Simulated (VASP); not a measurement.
Input of a VASP 6.6.1 run:

INCAR

```
SYSTEM = ZnInGaO4
ALGO = Normal ; EDIFF = 1E-6
ENCUT = 520 ; GGA = PE
ISIF = 2 ; ISMEAR = 0
LASPH = .TRUE. ; LCHARG = .TRUE.
LELF = .TRUE. ; LREAL = .FALSE.
LVHAR = .TRUE. ; LWAVE = .FALSE.
NBANDS = 40 ; NELM = 60
PREC = Accurate ; SIGMA = 0.01
```

File KPOINTS:

```
k-points
0
G
  8 8 8
  0 0 0
```

File POSCAR:

```
ZnInGaO4
1.0
    1.6438334831      0.9490677040      8.5260545550
   -1.6438334831      0.9490677040      8.5260545550
    0.0000000000     -1.8981354080      8.5260545550
Zn In Ga O
1 1 1 4
Direct
    0.2188059244      0.2188059244      0.2188059244
    0.0030772526      0.0030772526      0.0030772526
    0.7870525332      0.7870525332      0.7870525332
    0.2952718308      0.2952718308      0.2952718308
    0.7112323353      0.7112323353      0.7112323353
    0.1210345444      0.1210345444      0.1210345444
    0.8635265792      0.8635265792      0.8635265792
```

Potentials or basis: VASP PAW PBE potentials, release 64 (Zn, In_d, Ga_d, O).

The run is started by

```bash
$ cat potpaw_PBE.64/Zn/POTCAR potpaw_PBE.64/In_d/POTCAR potpaw_PBE.64/Ga_d/POTCAR potpaw_PBE.64/O/POTCAR > POTCAR
$ mpirun -np 1 vasp_std > vasp.out
```

Q: Estimate the pressure.

A: 11.9 GPa.

Q: Predict the band gap on the k mesh.

A: 1.36 eV.

Q: Estimate the largest force.

A: 0.157 eV/Å.

Stress tensor (GPa, compression positive):
```
11.96  0.00  0.00
 0.00 11.96  0.00
 0.00  0.00 11.78
```

Caveat: the cell stands under pressure; spin-orbit coupling is left out, which moves the levels of the heavy elements. A k mesh can miss the band edges.
